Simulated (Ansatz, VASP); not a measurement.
CsPbBr3: VASP beside Ansatz

```
Cs Pb Br
1.0
     5.99812    0.00000    0.00000
     0.00000    5.99812    0.00000
     0.00000    0.00000    5.99812
Cs Pb Br
1 1 3
Direct
  0.00000 0.00000 0.00000
  0.50000 0.50000 0.50000
  0.00000 0.50000 0.50000
  0.50000 0.00000 0.50000
  0.50000 0.50000 0.00000
```

Alike in both runs: functional PBE; k mesh 6 × 6 × 6; occupations gaussian, width 0.02 eV; no spin polarisation.

Ansatz relaxed the structure, and its values are those at the end. VASP's run is a single point on that final structure, the one shown.

|  | VASP | Ansatz |
| --- | --- | --- |
| version | VASP 6.6.1 | Ansatz 0.2.0 |
| potentials or method | VASP PAW PBE potentials, release 64 (Cs_sv, Pb_d, Br), cutoff 520 eV | scalar-relativistic, plane waves, PAW |
| valence electrons in the cell | 44 | 44 |

|  | VASP | Ansatz | Ansatz less VASP |
| --- | --- | --- | --- |
| gap on the k mesh at the Fermi level (eV) | 1.78 | 1.77 | -0.005 |
| least direct gap on the mesh (eV) | 1.78 | 1.77 | -0.005 |
| pressure (GPa) | 0.0 | 0.0 | +0.01 |

With one functional, cell and mesh, what is left measures potentials, basis and numerics.

Neither program's run includes spin-orbit coupling.
